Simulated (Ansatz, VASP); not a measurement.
**Si: VASP beside Ansatz**

```
Si
1.0
     2.60849    0.00000    0.00000
    -1.30425    2.25902    0.00000
     0.00000    0.00000    2.47076
Si
1
Direct
  0.00000 0.00000 0.00000
```

Alike in both runs: task single point; functional LDA; k mesh 12 × 12 × 14; occupations gaussian, width 0.15 eV; no spin polarisation.

|  | VASP | Ansatz |
| --- | --- | --- |
| version | VASP 6.6.1 | Ansatz 0.2.0 |
| potentials or method | VASP PAW LDA potentials, release 64 (Si), cutoff 500 eV | scalar-relativistic, plane waves, PAW |
| valence electrons in the cell | 4 | 4 |

|  | VASP | Ansatz | Ansatz less VASP |
| --- | --- | --- | --- |
| gap on the k mesh at the Fermi level (eV) | none | none | - |
| pressure (GPa) | 0.2 | 0.1 | -0.09 |
| traceless stress, the component that is largest in VASP (GPa) | -1.45 | -1.44 | +0.011 |

LDA's correlation is that of Perdew and Zunger in VASP and of Perdew and Wang (1992) in Ansatz. A gap of «none» marks a metal or a gap that the smearing closes.
